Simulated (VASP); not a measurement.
# AlN (P6_3/mmc) in VASP: notebook, part 2 of 2

VASP 6.6.1.

## 4. Single point, PBEsol (volume 9.770 Å^3 an atom, c/a of the conventional cell 1.2341)

Contents of INCAR:

```
PREC = Accurate
ENCUT = 520
EDIFF = 1E-6
ISMEAR = 0
SIGMA = 0.05
LREAL = F
LASPH = T
NELM = 80
ALGO = Normal
ISIF = 2
LWAVE = F
LCHARG = F
GGA = PS
NBANDS = 16
```

Contents of KPOINTS:

```
Automatic mesh
0
Gamma
  9 9 6
```

Contents of POSCAR:

```
AlN
1.0
    3.3190908013      0.0000000000      0.0000000000
   -1.6595454007      2.8744169513      0.0000000000
    0.0000000000      0.0000000000      4.0960899578
Al N
2 2
Direct
    0.3333333333      0.6666666667      0.7500000000
    0.6666666667      0.3333333333      0.2500000000
    0.3333333333      0.6666666667      0.2500000000
    0.6666666667      0.3333333333      0.7500000000
```

Potentials or basis: VASP PAW PBE potentials, release 64 (Al, N).

Launch:

```
> cat potpaw_PBE.64/Al/POTCAR potpaw_PBE.64/N/POTCAR > POTCAR
> mpirun -np 1 vasp_std > vasp.out
```

OUTCAR:

```text
PREC = Accurate
   ENCUT = 520
   EDIFF = 1E-6
   ISMEAR = 0
   LREAL = F
   LASPH = T
   NELM = 80
   ISIF = 2
   GGA = PS

 ion  position               nearest neighbor table
   1  0.333  0.667  0.750-   4 1.92   4 1.92   4 1.92   3 2.05   3 2.05   2 2.80   2 2.80   2 2.80
                             2 2.80   2 2.80   2 2.80
   2  0.667  0.333  0.250-   3 1.92   3 1.92   3 1.92   4 2.05   4 2.05   1 2.80   1 2.80   1 2.80
                             1 2.80   1 2.80   1 2.80
   3  0.333  0.667  0.250-   2 1.92   2 1.92   2 1.92   1 2.05   1 2.05
   4  0.667  0.333  0.750-   1 1.92   1 1.92   1 1.92   2 2.05   2 2.05

  LATTYP: Found a hexagonal cell.
 ALAT       =     3.3190908013
 C/A-ratio  =     1.2341000000

  Lattice vectors:

 A1 = (   3.3190908013,   0.0000000000,   0.0000000000)
 A2 = (  -1.6595454007,   2.8744169513,   0.0000000000)
 A3 = (   0.0000000000,   0.0000000000,   4.0960899578)

Analysis of symmetry for initial positions (statically):
=====================================================================
 Subroutine PRICEL returns:
 Original cell was already a primitive cell.

 Routine SETGRP: Setting up the symmetry group for a
 hexagonal supercell.

 Subroutine GETGRP returns: Found 24 space group operations
 (whereof 12 operations were pure point group operations)
 out of a pool of 24 trial point group operations.

The static configuration has the point symmetry D_3d.
 The point group associated with its full space group is D_6h.

Analysis of symmetry for dynamics (positions and initial velocities):
=====================================================================
 Subroutine PRICEL returns:
 Original cell was already a primitive cell.

 Routine SETGRP: Setting up the symmetry group for a
 hexagonal supercell.

 Subroutine GETGRP returns: Found 24 space group operations
 (whereof 12 operations were pure point group operations)
 out of a pool of 24 trial point group operations.

The dynamic configuration has the point symmetry D_3d.
 The point group associated with its full space group is D_6h.

 Subroutine INISYM returns: Found 24 space group operations
 (whereof 12 operations are pure point group operations),
 and found     1 'primitive' translations

----------------------------------------------------------------------------------------

                                     Primitive cell

  volume of cell :      39.0785

  direct lattice vectors                    reciprocal lattice vectors
     3.319090801  0.000000000  0.000000000     0.301287328  0.173948320  0.000000000
    -1.659545401  2.874416951  0.000000000     0.000000000  0.347896640  0.000000000
     0.000000000  0.000000000  4.096089958     0.000000000  0.000000000  0.244135263

  length of vectors
     3.319090801  3.319090801  4.096089958     0.347896640  0.347896640  0.244135263

  position of ions in fractional coordinates (direct lattice)
     0.333333333  0.666666667  0.750000000
     0.666666667  0.333333333  0.250000000
     0.333333333  0.666666667  0.250000000
     0.666666667  0.333333333  0.750000000

  ion indices of the primitive-cell ions
   primitive index   ion index
                 1           1
                 2           2
                 3           3
[... 21 lines left out ...]
     0.000000000  0.000000000  0.000000000

 Subroutine IBZKPT returns following result:
 ===========================================

 Found     48 irreducible k-points:

 Following reciprocal coordinates:
            Coordinates               Weight
  0.000000  0.000000  0.000000      1.000000
  0.111111  0.000000  0.000000      6.000000
  0.222222  0.000000  0.000000      6.000000
  0.333333  0.000000  0.000000      6.000000
  0.444444  0.000000  0.000000      6.000000
  0.111111  0.111111  0.000000      6.000000
[... 16 lines left out ...]
  0.333333  0.222222  0.166667     24.000000
  0.333333  0.333333  0.166667      4.000000
 [... further k-points ...]
   k-points           NKPTS =     48   k-points in BZ     NKDIM =     48   number of bands    NBANDS=     16
   number of dos      NEDOS =    301   number of ions     NIONS =      4
   total plane-waves  NPLWV =  23520
   dimension x,y,z NGX =    28 NGY =   28 NGZ =   30
   dimension x,y,z NGXF=    56 NGYF=   56 NGZF=   60
   ions per type =               2   2
   NGX,Y,Z   is equivalent  to a cutoff of  14.02, 14.02, 12.18 a.u.
   NGXF,Y,Z  is equivalent  to a cutoff of  28.05, 28.05, 24.35 a.u.
 SYSTEM =  unknown system
   PREC   = accura    normal or accurate (medium, high low for compatibility)
   ISTART =      0    job   : 0-new  1-cont  2-samecut
   ICHARG =      2    charge: 1-file 2-atom 10-const
   ISPIN  =      1    spin polarized calculation?
   LNONCOLLINEAR =      F non collinear calculations
   LSORBIT =      F    spin-orbit coupling
   LASPH  =      T    aspherical Exc in radial PAW
   ENCUT  =  520.0 eV  38.22 Ry    6.18 a.u.   6.17  6.17  7.62*2*pi/ulx,y,z
   NELM   =     80;   NELMIN=  2; NELMDL= -5     # of ELM steps
   EDIFF  = 0.1E-05   stopping-criterion for ELM
   LREAL  =      F    real-space projection
   EDIFFG = 0.1E-04   stopping-criterion for IOM
   NSW    =      0    number of steps for IOM
   IBRION =     -1    ionic relax: 0-MD 1-quasi-New 2-CG
   NFREE  =      0    steps in history (QN), initial steepest desc. (CG)
   ISIF   =      2    stress and relaxation
   ISYM   =      2    0-nonsym 1-usesym 2-fastsym
   POTIM  = 0.5000    time-step for ionic-motion
   TEBEG  =    0.0;   TEEND  =   0.0 temperature during run
   PSTRESS=    0.0 pullay stress
   NELECT =      16.0000    total number of electrons
   NUPDOWN=      -1.0000    fix difference up-down
   EMIN   =  10.00;   EMAX   =-10.00  energy-range for DOS
   EFERMI =   0.00;   METHOD = LEGACY
   ISMEAR =     0;   SIGMA  =   0.05  broadening in eV -4-tet -1-fermi 0-gaus
   EFERMI_NEDOS =   21; number of points for ismear=-14 and -15
   IALGO  =     38    algorithm
   IMIX   =      4    mixing-type and parameters
     AMIX     =   0.40;   BMIX     =  1.00
     AMIX_MAG =   1.60;   BMIX_MAG =  1.00
  volume/ion in A,a.u.               =       9.77        65.93
  Fermi-wavevector in a.u.,A,eV,Ry     =   1.215632  2.297211 20.106153  1.477761
  Thomas-Fermi vector in A             =   2.351012
   LORBIT       =      0    0 simple, 1 ext, 2 COOP (PROOUT), +10 PAW based schemes
   GGA     = PS    functional components
   LHFCALC =     F    Hartree Fock is set to
   AEXX    =    0.0000 exact exchange contribution
   IVDW    =     0    specifies the selected vdW correction
   LEPSILON=     F    determine dielectric tensor
   LRPA    =     F    only Hartree local field effects (RPA)
 non-spin polarized calculation
 Gauss-broadening in eV      SIGMA  =   0.05
  energy-cutoff  :      520.00
  volume of cell :       39.08
 maximum number of plane-waves:      1062
 NGX is ok and might be reduce to    28
   NGX = 13   NGY = 13   NGZ = 15

 number of electron      16.0000002 magnetization

 Free energy of the ion-electron system (eV)
  ---------------------------------------------------
  ext. energy  EPLUGINS =         0.00000000
  ---------------------------------------------------
  free energy    TOTEN  =       -30.94147108 eV

  energy without entropy =      -30.94147108  energy(sigma->0) =      -30.94147108

 E-fermi :   8.1721     XC(G=0): -11.4284

 val. band max:        7.9560124117   @ k =   0.0000   0.0000   0.0000
 cond. band min:      11.3380049903   @ k =   0.0000   0.0000   0.0000
 fundamental gap:      3.3819925786
 Fermi energy:         8.1720883357

 k-point     1 :       0.0000    0.0000    0.0000
  band No.  band energies     occupation
      1      -8.8633      2.00000
      2      -4.9729      2.00000
      3       1.0727      2.00000
      4       4.6413      2.00000
      5       4.6413      2.00000
      6       6.4512      2.00000
[... 433 lines left out ...]
      3       1.3552      2.00000
      4       2.4154      2.00000
      5       2.4154      2.00000
      6       5.1220      2.00000
[... 8 lines left out ...]
     15      19.3183      0.00000
     16      21.2828      0.00000

 [... further k-points ...]
[... 5 lines left out ...]
  --------------------------------------------------------------------------------------
  -------------------------------------------------------------------------------------
  Total       -0.3403363     -0.3403363      0.4823361      0.0000000      0.0000000     -0.0000000
  in kB      -13.9534138    -13.9534138     19.7752472      0.0000000      0.0000000     -0.0000000
  external PRESSURE =      -2.7105268 kB  Pullay stress =       0.0000000 kB

 VOLUME and BASIS-vectors are now :
 -----------------------------------------------------------------------------
  energy-cutoff  :      520.00
  volume of cell :       39.08
      direct lattice vectors                 reciprocal lattice vectors
     3.319090801  0.000000000  0.000000000     0.301287328  0.173948320  0.000000000
    -1.659545401  2.874416951  0.000000000     0.000000000  0.347896640  0.000000000
     0.000000000  0.000000000  4.096089958     0.000000000  0.000000000  0.244135263

 POSITION                                       TOTAL-FORCE (eV/Angst)
 -----------------------------------------------------------------------------------
     -0.00000      1.91628      3.07207        -0.000000      0.000000      0.000000
      1.65955      0.95814      1.02402         0.000000      0.000000      0.000000
     -0.00000      1.91628      1.02402        -0.000000      0.000000      0.000000
      1.65955      0.95814      3.07207         0.000000     -0.000000      0.000000
 -----------------------------------------------------------------------------------
    total drift:                               -0.000000      0.000000     -0.000000

  FREE ENERGIE OF THE ION-ELECTRON SYSTEM (eV)
  ---------------------------------------------------
  free  energy   TOTEN  =       -30.9414710781 eV

  energy  without entropy=      -30.9414710781  energy(sigma->0) =      -30.94147108
```

OSZICAR:

```text
N       E                     dE             d eps       ncg     rms          rms(c)
DAV:   1     0.409041257047E+02    0.40904E+02   -0.73187E+03  1536   0.899E+02
DAV:   2    -0.318636230899E+02   -0.72768E+02   -0.66337E+02  2200   0.190E+02
DAV:   3    -0.351854754467E+02   -0.33219E+01   -0.33106E+01  1864   0.417E+01
DAV:   4    -0.352051644921E+02   -0.19689E-01   -0.19687E-01  1904   0.360E+00
DAV:   5    -0.352054211817E+02   -0.25669E-03   -0.25669E-03  1832   0.413E-01    0.113E+01
DAV:   6    -0.310185630675E+02    0.41869E+01   -0.81406E+00  1976   0.213E+01    0.396E+00
DAV:   7    -0.309845621241E+02    0.34001E-01   -0.70798E-01  1768   0.568E+00    0.282E+00
DAV:   8    -0.309497395111E+02    0.34823E-01   -0.10672E-01  1656   0.261E+00    0.854E-01
DAV:   9    -0.309411784108E+02    0.85611E-02   -0.20589E-02  1960   0.111E+00    0.269E-01
DAV:  10    -0.309415676098E+02   -0.38920E-03   -0.22542E-03  1776   0.322E-01    0.173E-01
DAV:  11    -0.309414740567E+02    0.93553E-04   -0.12754E-04  1816   0.865E-02    0.432E-02
DAV:  12    -0.309414715608E+02    0.24959E-05   -0.78462E-06  1792   0.218E-02    0.733E-03
DAV:  13    -0.309414710781E+02    0.48261E-06   -0.24788E-06  1840   0.116E-02
   1 F= -.30941471E+02 E0= -.30941471E+02  d E =-.449865E-12
```

It took 23 s on 1 thread of Intel Xeon Platinum 8259CL at 2.50GHz (Skylake/Cascade Lake), shared host; peak memory 0.16 GiB.

What came out:

* Free energy: -30.9415 eV
* Pressure: -0.3 GPa
* Band gap on the k mesh: 3.38 eV, direct

Caveat: the PAW data sets were made with another functional, which shifts forces and pressure a little.

## 5. The runs side by side

| cell | gap on the mesh (eV) | pressure (GPa) |
| --- | --- | --- |
| a = 3.391, b = 3.391, c = 3.925 Å, angles 90.0, 90.0, 120.0°, 4 atoms | 3.56 | 0.7 |
| a = 3.355, b = 3.355, c = 4.009 Å, angles 90.0, 90.0, 120.0°, 4 atoms | 3.47 | -0.2 |
| a = 3.319, b = 3.319, c = 4.096 Å, angles 90.0, 90.0, 120.0°, 4 atoms | 3.38 | -0.3 |

Alike in all rows: task single point; level PBEsol; potentials or basis VASP PAW PBE potentials, release 64 (Al, N); no spin polarisation; k mesh 9 × 9 × 6; cutoff (eV) 520; smearing gaussian 0.05 eV.

Caveats: the PAW data sets were made with another functional, which shifts forces and pressure a little.

Total energies depend on the potentials used, so only differences within one code and one set of settings carry meaning.
